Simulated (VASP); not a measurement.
# CsI (Pm-3m) in VASP: notebook

CsI is run at these levels: r2SCAN; tasks: single point.

Everything below comes from runs of VASP 6.6.1. Logs are shortened: lines on timing, memory, paths and dates and some standing lists are left out, and cuts for length are marked.

**1. The cell of the first run**

The structure is cubic, space group Pm-3m (No. 221). The conventional cell has a = 4.409 Å, b = 4.409 Å, c = 4.409 Å, α = 90.00°, β = 90.00°, γ = 90.00°. Cs (site symmetry m-3m) has 8 I at 3.82 Å and 6 Cs at 4.41 Å within 5.0 Å. Within 5.0 Å of I (site symmetry m-3m) lie 8 Cs at 3.82 Å and 6 I at 4.41 Å.

**2. Single point, r2SCAN**

Contents of POSCAR:

```
CsI
1.0
    4.4091003727      0.0000000000      0.0000000000
    0.0000000000      4.4091003727      0.0000000000
    0.0000000000      0.0000000000      4.4091003727
Cs I
1 1
Direct
    0.0000000000      0.0000000000      0.0000000000
    0.5000000000      0.5000000000      0.5000000000
```

Contents of INCAR.step1:

```
SYSTEM = CsI
ALGO = Normal ; EDIFF = 1E-5
ENCUT = 550 ; GGA = PE
GGA_COMPAT = .FALSE. ; ISMEAR = -1
LASPH = .TRUE. ; LCHARG = .FALSE.
LREAL = .FALSE. ; LWAVE = .TRUE.
NBANDS = 15 ; NELM = 120
PREC = Accurate ; SIGMA = 0.15
```

Contents of INCAR.step2:

```
SYSTEM = CsI
ALGO = Normal ; EDIFF = 1E-6
ENCUT = 550 ; GGA_COMPAT = .FALSE.
ISIF = 2 ; ISMEAR = -1
ISTART = 1 ; LASPH = .TRUE.
LCHARG = .FALSE. ; LMIXTAU = .TRUE.
LREAL = .FALSE. ; LWAVE = .FALSE.
METAGGA = R2SCAN ; NBANDS = 15
NELM = 120 ; PREC = Accurate
SIGMA = 0.15
```

Contents of KPOINTS:

```
k-points
0
G
  4 4 4
  0 0 0
```

Potentials or basis: VASP PAW PBE potentials, release 64 (Cs_sv, I).

On the command line:

```
cat potpaw_PBE.64/Cs_sv/POTCAR potpaw_PBE.64/I/POTCAR > POTCAR
cp INCAR.step1 INCAR
mpirun -np 1 vasp_std > vasp.out
cp INCAR.step2 INCAR
mpirun -np 1 vasp_std > vasp.out
```

OUTCAR:

```text
SYSTEM = CsI
   EDIFF = 1E-6
   ENCUT = 550
   ISIF = 2
   ISMEAR = -1
   ISTART = 1
   LASPH = .TRUE.
   LREAL = .FALSE.
   METAGGA = R2SCAN
   NELM = 120
   PREC = Accurate

 ion  position               nearest neighbor table
   1  0.000  0.000  0.000-
   2  0.500  0.500  0.500-

  LATTYP: Found a simple cubic cell.
 ALAT       =     4.4091003727

  Lattice vectors:

 A1 = (   4.4091003727,   0.0000000000,   0.0000000000)
 A2 = (   0.0000000000,   4.4091003727,   0.0000000000)
 A3 = (   0.0000000000,   0.0000000000,   4.4091003727)

Analysis of symmetry for initial positions (statically):
=====================================================================
 Subroutine PRICEL returns:
 Original cell was already a primitive cell.

 Routine SETGRP: Setting up the symmetry group for a
 simple cubic supercell.

 Subroutine GETGRP returns: Found 48 space group operations
 (whereof 48 operations were pure point group operations)
 out of a pool of 48 trial point group operations.

The static configuration has the point symmetry O_h .

Analysis of symmetry for dynamics (positions and initial velocities):
=====================================================================
 Subroutine PRICEL returns:
 Original cell was already a primitive cell.

 Routine SETGRP: Setting up the symmetry group for a
 simple cubic supercell.

 Subroutine GETGRP returns: Found 48 space group operations
 (whereof 48 operations were pure point group operations)
 out of a pool of 48 trial point group operations.

The dynamic configuration has the point symmetry O_h .

 Subroutine INISYM returns: Found 48 space group operations
 (whereof 48 operations are pure point group operations),
 and found     1 'primitive' translations

----------------------------------------------------------------------------------------

                                     Primitive cell

  volume of cell :      85.7136

  direct lattice vectors                    reciprocal lattice vectors
     4.409100373  0.000000000  0.000000000     0.226803637  0.000000000  0.000000000
     0.000000000  4.409100373  0.000000000     0.000000000  0.226803637  0.000000000
     0.000000000  0.000000000  4.409100373     0.000000000  0.000000000  0.226803637

  length of vectors
     4.409100373  4.409100373  4.409100373     0.226803637  0.226803637  0.226803637

  position of ions in fractional coordinates (direct lattice)
     0.000000000  0.000000000  0.000000000
     0.500000000  0.500000000  0.500000000

  ion indices of the primitive-cell ions
   primitive index   ion index
                 1           1
                 2           2

----------------------------------------------------------------------------------------

 KPOINTS: k-points

Automatic generation of k-mesh.
 Grid dimensions read from file:
 generate k-points for:    4    4    4

 Generating k-lattice:

  Cartesian coordinates                     Fractional coordinates (reciprocal lattice)
     0.056700909  0.000000000  0.000000000     0.250000000  0.000000000  0.000000000
     0.000000000  0.056700909  0.000000000     0.000000000  0.250000000  0.000000000
     0.000000000  0.000000000  0.056700909     0.000000000  0.000000000  0.250000000

  Length of vectors
     0.056700909  0.056700909  0.056700909

  Shift w.r.t. Gamma in fractional coordinates (k-lattice)
     0.000000000  0.000000000  0.000000000

 Subroutine IBZKPT returns following result:
 ===========================================

 Found     10 irreducible k-points:

 Following reciprocal coordinates:
            Coordinates               Weight
  0.000000  0.000000  0.000000      1.000000
  0.250000  0.000000  0.000000      6.000000
  0.500000  0.000000  0.000000      3.000000
  0.250000  0.250000  0.000000     12.000000
  0.500000  0.250000  0.000000     12.000000
  0.500000  0.500000  0.000000      3.000000
  0.250000  0.250000  0.250000      8.000000
  0.500000  0.250000  0.250000     12.000000
  0.500000  0.500000  0.250000      6.000000
  0.500000  0.500000  0.500000      1.000000
   k-points           NKPTS =     10   k-points in BZ     NKDIM =     10   number of bands    NBANDS=     15
   number of dos      NEDOS =    301   number of ions     NIONS =      2
   total plane-waves  NPLWV =  46656
   dimension x,y,z NGX =    36 NGY =   36 NGZ =   36
   dimension x,y,z NGXF=    72 NGYF=   72 NGZF=   72
   ions per type =               1   1
   NGX,Y,Z   is equivalent  to a cutoff of  13.57, 13.57, 13.57 a.u.
   NGXF,Y,Z  is equivalent  to a cutoff of  27.15, 27.15, 27.15 a.u.
 SYSTEM =  CsI
   PREC   = accura    normal or accurate (medium, high low for compatibility)
   ISTART =      1    job   : 0-new  1-cont  2-samecut
   ICHARG =      0    charge: 1-file 2-atom 10-const
   ISPIN  =      1    spin polarized calculation?
   LNONCOLLINEAR =      F non collinear calculations
   LSORBIT =      F    spin-orbit coupling
   LASPH  =      T    aspherical Exc in radial PAW
   ENCUT  =  550.0 eV  40.42 Ry    6.36 a.u.   8.43  8.43  8.43*2*pi/ulx,y,z
   NELM   =    120;   NELMIN=  2; NELMDL=  0     # of ELM steps
   EDIFF  = 0.1E-05   stopping-criterion for ELM
   LREAL  =      F    real-space projection
   EDIFFG = 0.1E-04   stopping-criterion for IOM
   NSW    =      0    number of steps for IOM
   IBRION =     -1    ionic relax: 0-MD 1-quasi-New 2-CG
   NFREE  =      0    steps in history (QN), initial steepest desc. (CG)
   ISIF   =      2    stress and relaxation
   ISYM   =      2    0-nonsym 1-usesym 2-fastsym
   POTIM  = 0.5000    time-step for ionic-motion
   TEBEG  =    0.0;   TEEND  =   0.0 temperature during run
   PSTRESS=    0.0 pullay stress
   NELECT =      16.0000    total number of electrons
   NUPDOWN=      -1.0000    fix difference up-down
   EMIN   =  10.00;   EMAX   =-10.00  energy-range for DOS
   EFERMI =   0.00;   METHOD = LEGACY
   ISMEAR =    -1;   SIGMA  =   0.15  broadening in eV -4-tet -1-fermi 0-gaus
   EFERMI_NEDOS =   21; number of points for ismear=-14 and -15
   IALGO  =     38    algorithm
   IMIX   =      4    mixing-type and parameters
     AMIX     =   0.40;   BMIX     =  1.00
     AMIX_MAG =   1.60;   BMIX_MAG =  1.00
  volume/ion in A,a.u.               =      42.86       289.21
  Fermi-wavevector in a.u.,A,eV,Ry     =   0.935617  1.768060 11.910260  0.875379
  Thomas-Fermi vector in A             =   2.062543
   LORBIT       =      0    0 simple, 1 ext, 2 COOP (PROOUT), +10 PAW based schemes
   METAGGA = R2SCAN    functional components
   LHFCALC =     F    Hartree Fock is set to
   AEXX    =    0.0000 exact exchange contribution
   IVDW    =     0    specifies the selected vdW correction
   LEPSILON=     F    determine dielectric tensor
   LRPA    =     F    only Hartree local field effects (RPA)
 non-spin polarized calculation
  energy-cutoff  :      550.00
  volume of cell :       85.71
 maximum number of plane-waves:      2522
 NGX is ok and might be reduce to    36
   NGX = 17   NGY = 17   NGZ = 17

 number of electron      15.9999997 magnetization

 Free energy of the ion-electron system (eV)
  ---------------------------------------------------
  ext. energy  EPLUGINS =         0.00000000
  ---------------------------------------------------
  free energy    TOTEN  =       -53.04067571 eV

  energy without entropy =      -53.04067526  energy(sigma->0) =      -53.04067548

 E-fermi :   3.5471     XC(G=0):  -8.6017

 val. band max:        1.1952354881   @ k =   0.5000   0.5000   0.0000
 cond. band min:       5.6174522812   @ k =   0.0000   0.0000   0.0000
 fundamental gap:      4.4222167931
 Fermi energy:         3.5471205526

 k-point     1 :       0.0000    0.0000    0.0000
  band No.  band energies     occupation
      1     -19.6721      2.00000
      2      -9.9505      2.00000
      3      -5.9810      2.00000
      4      -5.9810      2.00000
      5      -5.9810      2.00000
      6       1.1338      2.00000
      7       1.1338      2.00000
      8       1.1338      2.00000
      9       5.6175      0.00000
     10       5.6175      0.00000
     11       6.2338      0.00000
     12       9.7998      0.00000
     13       9.7998      0.00000
     14       9.7998      0.00000
     15      12.3024      0.00000

 k-point     2 :       0.2500    0.0000    0.0000
  band No.  band energies     occupation
      1     -19.6509      2.00000
      2      -9.9758      2.00000
      3      -6.0518      2.00000
      4      -5.9322      2.00000
      5      -5.9322      2.00000
      6       0.1286      2.00000
      7       1.0149      2.00000
      8       1.0149      2.00000
      9       6.0313      0.00000
     10       6.9673      0.00000
     11       7.6301      0.00000
     12       9.7162      0.00000
     13       9.7162      0.00000
     14      10.0921      0.00000
     15      10.1193      0.00000

 k-point     3 :       0.5000    0.0000    0.0000
  band No.  band energies     occupation
      1     -19.6295      2.00000
      2     -10.0075      2.00000
      3      -6.0916      2.00000
      4      -5.8820      2.00000
      5      -5.8820      2.00000
      6      -0.6242      2.00000
      7       0.8915      2.00000
      8       0.8915      2.00000
      9       6.7866      0.00000
     10       8.4711      0.00000
     11       8.8535      0.00000
     12       9.0282      0.00000
     13      10.1047      0.00000
     14      10.1047      0.00000
     15      10.5895      0.00000

 k-point     4 :       0.2500    0.2500    0.0000
  band No.  band energies     occupation
      1     -19.6312      2.00000
      2      -9.9233      2.00000
      3      -6.2455      2.00000
      4      -5.9960      2.00000
      5      -5.8938      2.00000
      6       0.0903      2.00000
      7       0.5940      2.00000
      8       1.0281      2.00000
      9       6.6593      0.00000
     10       7.3388      0.00000
     11       7.8825      0.00000
     12       8.6119      0.00000
     13      10.0388      0.00000
     14      10.0973      0.00000
     15      10.8736      0.00000

 k-point     5 :       0.5000    0.2500    0.0000
  band No.  band energies     occupation
      1     -19.6113      2.00000
      2      -9.8737      2.00000
      3      -6.2804      2.00000
      4      -6.2063      2.00000
      5      -5.8545      2.00000
      6      -0.1870      2.00000
      7       0.5251      2.00000
      8       1.0357      2.00000
      9       6.6670      0.00000
     10       7.4821      0.00000
     11       8.6486      0.00000
     12       8.7451      0.00000
     13       9.0420      0.00000
     14      10.3383      0.00000
     15      11.3527      0.00000

 k-point     6 :       0.5000    0.5000    0.0000
  band No.  band energies     occupation
      1     -19.5928      2.00000
      2      -9.7228      2.00000
      3      -6.4925      2.00000
      4      -6.4925      2.00000
      5      -5.8266      2.00000
      6       0.2515      2.00000
      7       0.2515      2.00000
      8       1.1952      2.00000
      9       5.9263      0.00000
     10       6.7633      0.00000
     11       7.8662      0.00000
     12       7.8662      0.00000
     13      11.9201      0.00000
     14      11.9931      0.00000
     15      12.3585      0.00000

 k-point     7 :       0.2500    0.2500    0.2500
  band No.  band energies     occupation
      1     -19.6125      2.00000
      2      -9.8450      2.00000
      3      -6.1769      2.00000
      4      -6.1769      2.00000
      5      -6.0341      2.00000
      6       0.3755      2.00000
      7       0.3755      2.00000
      8       0.3855      2.00000
      9       7.7583      0.00000
     10       7.7583      0.00000
     11       8.2093      0.00000
     12       8.6772      0.00000
     13       8.9998      0.00000
     14       8.9998      0.00000
     15      12.5037      0.00000

 k-point     8 :       0.5000    0.2500    0.2500
  band No.  band energies     occupation
      1     -19.5937      2.00000
      2      -9.7645      2.00000
      3      -6.3342      2.00000
      4      -6.1818      2.00000
      5      -6.1052      2.00000
      6      -0.1117      2.00000
      7       0.1567      2.00000
      8       0.6637      2.00000
      9       7.3647      0.00000
     10       7.7257      0.00000
     11       7.7771      0.00000
     12       9.5072      0.00000
     13      10.1871      0.00000
     14      10.3853      0.00000
     15      12.0026      0.00000

 k-point     9 :       0.5000    0.5000    0.2500
  band No.  band energies     occupation
      1     -19.5760      2.00000
      2      -9.6455      2.00000
      3      -6.4055      2.00000
      4      -6.4055      2.00000
      5      -6.0793      2.00000
      6      -0.0871      2.00000
      7      -0.0871      2.00000
      8       0.2757      2.00000
      9       7.2345      0.00000
     10       8.3558      0.00000
     11       8.3558      0.00000
     12       8.5124      0.00000
     13      11.6138      0.00000
     14      11.6138      0.00000
     15      12.0165      0.00000

 k-point    10 :       0.5000    0.5000    0.5000
  band No.  band energies     occupation
      1     -19.5589      2.00000
      2      -9.5646      2.00000
      3      -6.3129      2.00000
      4      -6.3129      2.00000
      5      -6.3129      2.00000
      6      -0.4103      2.00000
      7      -0.4103      2.00000
      8      -0.4103      2.00000
      9       9.3259      0.00000
     10       9.3259      0.00000
     11       9.3259      0.00000
     12      10.2479      0.00000
     13      10.2479      0.00000
     14      10.2479      0.00000
     15      12.1193      0.00000

------------------------ aborting loop because EDIFF is reached ----------------------------------------

  FORCE on cell =-STRESS in cart. coord.  units (eV):
  Direction    XX          YY          ZZ          XY          YZ          ZX
  --------------------------------------------------------------------------------------
  -------------------------------------------------------------------------------------
  Total        1.3081316      1.3081316      1.3081316      0.0000000      0.0000000     -0.0000000
  in kB       24.4518694     24.4518694     24.4518694      0.0000000      0.0000000     -0.0000000
  external PRESSURE =      24.4518694 kB  Pullay stress =       0.0000000 kB

 VOLUME and BASIS-vectors are now :
 -----------------------------------------------------------------------------
  energy-cutoff  :      550.00
  volume of cell :       85.71
      direct lattice vectors                 reciprocal lattice vectors
     4.409100373  0.000000000  0.000000000     0.226803637  0.000000000  0.000000000
     0.000000000  4.409100373  0.000000000     0.000000000  0.226803637  0.000000000
     0.000000000  0.000000000  4.409100373     0.000000000  0.000000000  0.226803637

 POSITION                                       TOTAL-FORCE (eV/Angst)
 -----------------------------------------------------------------------------------
      0.00000      0.00000      0.00000         0.000000      0.000000      0.000000
      2.20455      2.20455      2.20455         0.000000      0.000000      0.000000
 -----------------------------------------------------------------------------------
    total drift:                               -0.000000      0.000000      0.000000

  FREE ENERGIE OF THE ION-ELECTRON SYSTEM (eV)
  ---------------------------------------------------
  free  energy   TOTEN  =       -53.0406757053 eV

  energy  without entropy=      -53.0406752619  energy(sigma->0) =      -53.04067548
```

Run time: 60 s. Hardware: 1 thread of AMD EPYC 7R13 (Zen 3), shared host; peak memory 0.19 GiB.

What came out:

| Property | Result |
| --- | --- |
| Free energy | -53.0407 eV |
| Pressure | 2.4 GPa |
| Band gap on the k mesh | 4.42 eV, indirect (least direct gap 4.48 eV) |

Caveat: the PAW data sets were made with another functional, which shifts forces and pressure a little; spin-orbit coupling is left out, which moves the levels of the heavy elements. r2SCAN opens gaps a little over a GGA but as a rule still falls short of measured ones.

**3. Single point, r2SCAN**

This run uses another cell than the first one, of 44.05 Å³/atom, 1.028 times its volume.

Contents of POSCAR:

```
CsI
1.0
    4.4495530944      0.0000000000      0.0000000000
    0.0000000000      4.4495530944      0.0000000000
    0.0000000000      0.0000000000      4.4495530944
Cs I
1 1
Direct
    0.0000000000      0.0000000000      0.0000000000
    0.5000000000      0.5000000000      0.5000000000
```

Contents of INCAR.step1:

```
PREC     = Accurate       # precision mode
ENCUT    = 550            # plane-wave cutoff, eV
ISMEAR   = -1             # smearing method
SIGMA    = 0.15           # smearing width, eV
LREAL    = F              # projectors in reciprocal space
LASPH    = T              # aspherical terms in the spheres
NELM     = 120            # most SCF steps
NBANDS   = 15             # bands
GGA      = PE             # functional
ALGO     = Normal         # electronic algorithm
EDIFF    = 1E-5           # SCF threshold, eV
LWAVE    = T              # write WAVECAR
LCHARG   = F              # write CHGCAR
GGA_COMPAT= F
```

Contents of INCAR.step2:

```
PREC     = Accurate       # precision mode
ENCUT    = 550            # plane-wave cutoff, eV
EDIFF    = 1E-6           # SCF threshold, eV
ISMEAR   = -1             # smearing method
SIGMA    = 0.15           # smearing width, eV
LREAL    = F              # projectors in reciprocal space
LASPH    = T              # aspherical terms in the spheres
NELM     = 120            # most SCF steps
ALGO     = Normal         # electronic algorithm
ISIF     = 2              # what is computed and relaxed
LWAVE    = F              # write WAVECAR
LCHARG   = F              # write CHGCAR
METAGGA  = R2SCAN         # meta-GGA
LMIXTAU  = T            
NBANDS   = 15             # bands
ISTART   = 1            
GGA_COMPAT= F
```

Contents of KPOINTS:

```
Automatic mesh
0
Gamma
  4 4 4
```

Potentials or basis: VASP PAW PBE potentials, release 64 (Cs_sv, I).

On the command line:

```
cat potpaw_PBE.64/Cs_sv/POTCAR potpaw_PBE.64/I/POTCAR > POTCAR
cp INCAR.step1 INCAR
mpirun -np 1 vasp_std > vasp.out
cp INCAR.step2 INCAR
mpirun -np 1 vasp_std > vasp.out
```

It took 41 s on 1 thread of AMD EPYC 7R13 (Zen 3), shared host; peak memory 0.19 GiB.

Results (log left out):

```yaml
Free_energy: -53.0717 eV
Pressure: 1.8 GPa
Band_gap_on_the_k_mesh: 4.47 eV, indirect (least direct gap 4.54 eV)
```

Levels at points of the mesh, in eV from the valence-band top:
| k point | band 6 | band 7 | band 8 | band 9 | band 10 | band 11 |
| --- | --- | --- | --- | --- | --- | --- |
| (0.00, 0.00, 0.00) | -0.07 | -0.07 | -0.07 | 4.47 | 4.47 | 4.91 |
| (0.50, 0.00, 0.00) | -1.75 | -0.29 | -0.29 | 5.61 | 7.30 | 7.52 |
| (0.50, 0.50, 0.00) | -0.93 | -0.93 | 0.00 | 4.74 | 5.55 | 6.67 |
| (0.50, 0.50, 0.50) | -1.53 | -1.53 | -1.53 | 8.02 | 8.02 | 8.02 |

Caveat: the PAW data sets were made with another functional, which shifts forces and pressure a little; spin-orbit coupling is left out, which moves the levels of the heavy elements. A k mesh can miss the band edges.

[end of part 1 of 2]
